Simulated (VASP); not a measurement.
# Hf2CdBSe4 (I-42m) in VASP: single point with PBE

Aim: the single point of Hf2CdBSe4 with PBE.

All numbers are computed with VASP 6.6.1; they aren't measurements. Logs are shortened: lines on timing, memory, paths and dates and some standing lists are left out, and cuts for length are marked.

## 1. The cell of the first run

Symmetry: I-42m, No. 121, tetragonal system. The conventional cell has a = 4.797 Å, b = 4.797 Å, c = 13.190 Å, α = 90.00°, β = 90.00°, γ = 90.00°. B (site symmetry -42m) has 4 Se at 2.00 Å within 2.6 Å. Within 3.4 Å of Hf (site symmetry -4) lie 4 Se at 2.56 Å and 4 Hf at 3.39 Å. Within 2.6 Å of Se (site symmetry m) lie 1 B at 2.00 Å and 1 Cd at 2.42 Å and 2 Hf at 2.56 Å. Cd (site symmetry -42m) has 4 Se at 2.42 Å within 3.2 Å.

## 2. Single point, PBE

File INCAR:

```
ALGO     = Normal         # electronic algorithm
EDIFF    = 1E-6           # SCF threshold, eV
ENCUT    = 500            # plane-wave cutoff, eV
GGA      = PE             # functional
GGA_COMPAT= False        
ISIF     = 2              # what is computed and relaxed
ISMEAR   = 1              # smearing method
LASPH    = True           # aspherical terms in the spheres
LCHARG   = True           # write CHGCAR
LELF     = True           # ELF
LREAL    = False          # projectors in reciprocal space
LVHAR    = True         
LWAVE    = False          # write WAVECAR
NBANDS   = 40             # bands
NELM     = 120            # most SCF steps
PREC     = Accurate       # precision mode
SIGMA    = 0.0269         # smearing width, eV
```

File KPOINTS:

```
k-points
0
Gamma
  5 5 5
```

File POSCAR:

```
Hf2CdBSe4
1.0
    0.0000000000      4.7972518071      0.0000000000
    4.7972518071      0.0000000000      0.0000000000
    2.3986259036      2.3986259036     -6.5951179272
B Hf Se Cd
1 2 4 1
Direct
    0.5000000000      0.5000000000      0.0000000000
    0.2500000000      0.7500000000      0.5000000000
    0.7500000000      0.2500000000      0.5000000000
    0.3962961741      0.3962961741      0.7878216400
    0.6037038259      0.1841178140      0.2121783600
    0.8158821860      0.8158821860      0.7878216400
    0.1841178140      0.6037038259      0.2121783600
    0.0000000000      0.0000000000      0.0000000000
```

Potentials or basis: VASP PAW PBE potentials, release 64 (B, Hf_pv, Se, Cd).

Launch:

```
$ cat potpaw_PBE.64/B/POTCAR potpaw_PBE.64/Hf_pv/POTCAR potpaw_PBE.64/Se/POTCAR potpaw_PBE.64/Cd/POTCAR > POTCAR
$ mpirun -np 1 vasp_std > vasp.out
```

OUTCAR:

```text
EDIFF = 1E-6
   ENCUT = 500
   GGA = PE
   ISIF = 2
   ISMEAR = 1
   LASPH = True
   LREAL = False
   NELM = 120
   PREC = Accurate

 ion  position               nearest neighbor table
   1  0.500  0.500  0.000-   4 2.00   5 2.00   7 2.00   6 2.00
   2  0.250  0.750  0.500-   5 2.56   6 2.56   4 2.56   7 2.56   3 3.39   3 3.39   3 3.39   3 3.39

   3  0.750  0.250  0.500-   7 2.56   6 2.56   4 2.56   5 2.56   2 3.39   2 3.39   2 3.39   2 3.39

   4  0.396  0.396  0.788-   1 2.00   8 2.42   3 2.56   2 2.56
   5  0.604  0.184  0.212-   1 2.00   8 2.42   2 2.56   3 2.56
   6  0.816  0.816  0.788-   1 2.00   8 2.42   3 2.56   2 2.56
   7  0.184  0.604  0.212-   1 2.00   8 2.42   3 2.56   2 2.56
   8  0.000  0.000  0.000-   6 2.42   5 2.42   7 2.42   4 2.42

  LATTYP: Found a body centered tetragonal cell.
 ALAT       =     4.7972518071
 C/A-ratio  =     2.7495400252

  Lattice vectors:

 A1 = (  -2.3986259036,   2.3986259035,   6.5951179272)
 A2 = (   2.3986259035,  -2.3986259036,   6.5951179272)
 A3 = (   2.3986259036,   2.3986259036,  -6.5951179272)

Analysis of symmetry for initial positions (statically):
=====================================================================
 Subroutine PRICEL returns:
 Original cell was already a primitive cell.

 Routine SETGRP: Setting up the symmetry group for a
 body centered tetragonal supercell.

 Subroutine GETGRP returns: Found  8 space group operations
 (whereof  8 operations were pure point group operations)
 out of a pool of 16 trial point group operations.

The static configuration has the point symmetry D_2d.

Analysis of symmetry for dynamics (positions and initial velocities):
=====================================================================
 Subroutine PRICEL returns:
 Original cell was already a primitive cell.

 Routine SETGRP: Setting up the symmetry group for a
 body centered tetragonal supercell.

 Subroutine GETGRP returns: Found  8 space group operations
 (whereof  8 operations were pure point group operations)
 out of a pool of 16 trial point group operations.

The dynamic configuration has the point symmetry D_2d.

 Subroutine INISYM returns: Found  8 space group operations
 (whereof  8 operations are pure point group operations),
 and found     1 'primitive' translations

----------------------------------------------------------------------------------------

                                     Primitive cell

  volume of cell :     151.7776

  direct lattice vectors                    reciprocal lattice vectors
     0.000000000  4.797251807  0.000000000     0.000000000  0.208452681  0.075813656
     4.797251807  0.000000000  0.000000000     0.208452681  0.000000000  0.075813656
     2.398625904  2.398625904 -6.595117927     0.000000000  0.000000000 -0.151627311

  length of vectors
     4.797251807  4.797251807  7.416359816     0.221811250  0.221811250  0.151627311

  position of ions in fractional coordinates (direct lattice)
     0.500000000  0.500000000  0.000000000
     0.250000000  0.750000000  0.500000000
     0.750000000  0.250000000  0.500000000
     0.396296174  0.396296174  0.787821640
     0.603703826  0.184117814  0.212178360
     0.815882186  0.815882186  0.787821640
     0.184117814  0.603703826  0.212178360
     0.000000000  0.000000000  0.000000000

  ion indices of the primitive-cell ions
   primitive index   ion index
                 1           1
                 2           2
                 3           3
                 4           4
                 5           5
                 6           6
                 7           7
                 8           8

----------------------------------------------------------------------------------------

 KPOINTS: k-points

Automatic generation of k-mesh.
 Grid dimensions read from file:
 generate k-points for:    5    5    5

 Generating k-lattice:

  Cartesian coordinates                     Fractional coordinates (reciprocal lattice)
     0.000000000  0.041690536  0.015162731     0.200000000  0.000000000  0.000000000
     0.041690536  0.000000000  0.015162731     0.000000000  0.200000000  0.000000000
     0.000000000  0.000000000 -0.030325462     0.000000000  0.000000000  0.200000000

  Length of vectors
     0.044362250  0.044362250  0.030325462

  Shift w.r.t. Gamma in fractional coordinates (k-lattice)
     0.000000000  0.000000000  0.000000000

 Subroutine IBZKPT returns following result:
 ===========================================

 Found     18 irreducible k-points:

 Following reciprocal coordinates:
            Coordinates               Weight
  0.000000  0.000000  0.000000      1.000000
  0.200000  0.000000 -0.000000      8.000000
  0.400000  0.000000 -0.000000      8.000000
  0.200000  0.200000 -0.000000      8.000000
  0.400000  0.200000 -0.000000     16.000000
 -0.400000  0.200000  0.000000     16.000000
[... 10 lines left out ...]
  0.000000  0.000000  0.400000      2.000000
 -0.200000  0.000000  0.400000      4.000000
   k-points           NKPTS =     18   k-points in BZ     NKDIM =     18   number of bands    NBANDS=     40
   number of dos      NEDOS =    301   number of ions     NIONS =      8
   total plane-waves  NPLWV =  69984
   dimension x,y,z NGX =    36 NGY =   36 NGZ =   54
   dimension x,y,z NGXF=    72 NGYF=   72 NGZF=  108
   ions per type =               1   2   4   1
   NGX,Y,Z   is equivalent  to a cutoff of  12.48, 12.48, 12.10 a.u.
   NGXF,Y,Z  is equivalent  to a cutoff of  24.95, 24.95, 24.21 a.u.
 SYSTEM =  unknown system
   PREC   = accura    normal or accurate (medium, high low for compatibility)
   ISTART =      0    job   : 0-new  1-cont  2-samecut
   ICHARG =      2    charge: 1-file 2-atom 10-const
   ISPIN  =      1    spin polarized calculation?
   LNONCOLLINEAR =      F non collinear calculations
   LSORBIT =      F    spin-orbit coupling
   LASPH  =      T    aspherical Exc in radial PAW
   ENCUT  =  500.0 eV  36.75 Ry    6.06 a.u.   8.75  8.75 13.52*2*pi/ulx,y,z
   NELM   =    120;   NELMIN=  2; NELMDL= -5     # of ELM steps
   EDIFF  = 0.1E-05   stopping-criterion for ELM
   LREAL  =      F    real-space projection
   EDIFFG = 0.1E-04   stopping-criterion for IOM
   NSW    =      0    number of steps for IOM
   IBRION =     -1    ionic relax: 0-MD 1-quasi-New 2-CG
   NFREE  =      0    steps in history (QN), initial steepest desc. (CG)
   ISIF   =      2    stress and relaxation
   ISYM   =      2    0-nonsym 1-usesym 2-fastsym
   POTIM  = 0.5000    time-step for ionic-motion
   TEBEG  =    0.0;   TEEND  =   0.0 temperature during run
   PSTRESS=    0.0 pullay stress
   NELECT =      59.0000    total number of electrons
   NUPDOWN=      -1.0000    fix difference up-down
   EMIN   =  10.00;   EMAX   =-10.00  energy-range for DOS
   EFERMI =   0.00;   METHOD = LEGACY
   ISMEAR =     1;   SIGMA  =   0.03  broadening in eV -4-tet -1-fermi 0-gaus
   EFERMI_NEDOS =   21; number of points for ismear=-14 and -15
   IALGO  =     38    algorithm
   IMIX   =      4    mixing-type and parameters
     AMIX     =   0.40;   BMIX     =  1.00
     AMIX_MAG =   1.60;   BMIX_MAG =  1.00
  volume/ion in A,a.u.               =      18.97       128.03
  Fermi-wavevector in a.u.,A,eV,Ry     =   1.194785  2.257816 19.422458  1.427510
  Thomas-Fermi vector in A             =   2.330766
   LORBIT       =      0    0 simple, 1 ext, 2 COOP (PROOUT), +10 PAW based schemes
   GGA     = PE    functional components
   LHFCALC =     F    Hartree Fock is set to
   AEXX    =    0.0000 exact exchange contribution
   IVDW    =     0    specifies the selected vdW correction
   LEPSILON=     F    determine dielectric tensor
   LRPA    =     F    only Hartree local field effects (RPA)
 non-spin polarized calculation
 Methfessel and Paxton  Order N= 1 SIGMA  =   0.03
  energy-cutoff  :      500.00
  volume of cell :      151.78
 maximum number of plane-waves:      3897
   NGX = 17   NGY = 17   NGZ = 27

 number of electron      59.0000000 magnetization

 Free energy of the ion-electron system (eV)
  ---------------------------------------------------
  ext. energy  EPLUGINS =         0.00000000
  ---------------------------------------------------
  free energy    TOTEN  =       -40.78933246 eV

  energy without entropy =      -40.78835436  energy(sigma->0) =      -40.78900643

 E-fermi :   5.8077     XC(G=0): -10.7109

 val. band max:        5.7832666342   @ k =  -0.4000   0.4000   0.0000
 cond. band min:       5.8115596975   @ k =   0.4000   0.2000  -0.0000
 fundamental gap:      0.0282930633
 Fermi energy:         5.8076607393

 k-point     1 :       0.0000    0.0000    0.0000
  band No.  band energies     occupation
      1     -25.2731      2.00000
      2     -25.2731      2.00000
      3     -25.2725      2.00000
      4     -25.1933      2.00000
      5     -25.0548      2.00000
      6     -25.0548      2.00000
[... 32 lines left out ...]
     39      10.2727      0.00000
     40      10.2729      0.00000

 k-point     2 :       0.2000    0.0000   -0.0000
  band No.  band energies     occupation
      1     -25.2655      2.00000
      2     -25.2543      2.00000
      3     -25.2541      2.00000
      4     -25.1990      2.00000
      5     -25.0777      2.00000
      6     -25.0755      2.00000
[... 32 lines left out ...]
     39       9.8450      0.00000
     40      10.3869      0.00000

 k-point     3 :       0.4000    0.0000   -0.0000
  band No.  band energies     occupation
      1     -25.2469      2.00000
      2     -25.2284      2.00000
      3     -25.2028      2.00000
      4     -25.1903      2.00000
      5     -25.1355      2.00000
      6     -25.1289      2.00000
[... 595 lines left out ...]
  band No.  band energies     occupation
      1     -25.2731      2.00000
      2     -25.2731      2.00000
      3     -25.2728      2.00000
      4     -25.1933      2.00000
      5     -25.0548      2.00000
      6     -25.0548      2.00000
[... 32 lines left out ...]
     39      10.1536      0.00000
     40      10.1788      0.00000

 k-point    18 :      -0.2000    0.0000    0.4000
  band No.  band energies     occupation
      1     -25.2657      2.00000
      2     -25.2543      2.00000
      3     -25.2541      2.00000
      4     -25.1989      2.00000
      5     -25.0777      2.00000
      6     -25.0755      2.00000
[... 32 lines left out ...]
     39       9.9231      0.00000
     40      10.1250      0.00000

------------------------ aborting loop because EDIFF is reached ----------------------------------------

  FORCE on cell =-STRESS in cart. coord.  units (eV):
  Direction    XX          YY          ZZ          XY          YZ          ZX
  --------------------------------------------------------------------------------------
  -------------------------------------------------------------------------------------
  Total       19.2081121     19.2081121     19.1519404      0.0000000     -0.0000000     -0.0000000
  in kB      202.7625143    202.7625143    202.1695608      0.0000000     -0.0000000     -0.0000000
  external PRESSURE =     202.5648631 kB  Pullay stress =       0.0000000 kB

 VOLUME and BASIS-vectors are now :
 -----------------------------------------------------------------------------
  energy-cutoff  :      500.00
  volume of cell :      151.78
      direct lattice vectors                 reciprocal lattice vectors
     0.000000000  4.797251807  0.000000000     0.000000000  0.208452681  0.075813656
     4.797251807  0.000000000  0.000000000     0.208452681  0.000000000  0.075813656
     2.398625904  2.398625904 -6.595117927     0.000000000  0.000000000 -0.151627311

 POSITION                                       TOTAL-FORCE (eV/Angst)
 -----------------------------------------------------------------------------------
      2.39863      2.39863      0.00000        -0.000000     -0.000000      0.000000
      4.79725      2.39863     -3.29756        -0.000000     -0.000000      0.000000
      2.39863      4.79725     -3.29756        -0.000000      0.000000      0.000000
      3.79082      3.79082     -5.19578         0.027149      0.027149      0.086011
      1.39220      3.40506     -1.39934         0.027149     -0.027149     -0.086011
      5.80368      5.80368     -5.19578        -0.027149     -0.027149      0.086011
      3.40506      1.39220     -1.39934        -0.027149      0.027149     -0.086011
      0.00000      0.00000      0.00000        -0.000000     -0.000000      0.000000
 -----------------------------------------------------------------------------------
    total drift:                               -0.000004     -0.000004      0.000002

  FREE ENERGIE OF THE ION-ELECTRON SYSTEM (eV)
  ---------------------------------------------------
  free  energy   TOTEN  =       -40.7893324619 eV

  energy  without entropy=      -40.7883543621  energy(sigma->0) =      -40.78900643
```

Wall time 94 s (1 thread of Intel Xeon Platinum 8259CL at 2.50GHz (Skylake/Cascade Lake), shared host); peak memory 0.31 GiB.

Results:

```
Free energy            : -40.7893 eV
Pressure               : 20.3 GPa
Largest force          : 0.094 eV/Å
Band gap on the k mesh : zero (an odd number of electrons rules out a gap without spin polarisation)
```

Forces in eV/Å, atoms in the order of the input:
```
B    0.000  0.000  0.000
Hf   0.000  0.000  0.000
Hf   0.000  0.000  0.000
Se   0.027  0.027  0.086
Se   0.027 -0.027 -0.086
Se  -0.027 -0.027  0.086
Se  -0.027  0.027 -0.086
Cd   0.000  0.000  0.000
```

Caveat: the cell stands under pressure; spin-orbit coupling is left out, which moves the levels of the heavy elements.

The gap in the log of VASP goes by the Fermi energy; the results here count the filled bands.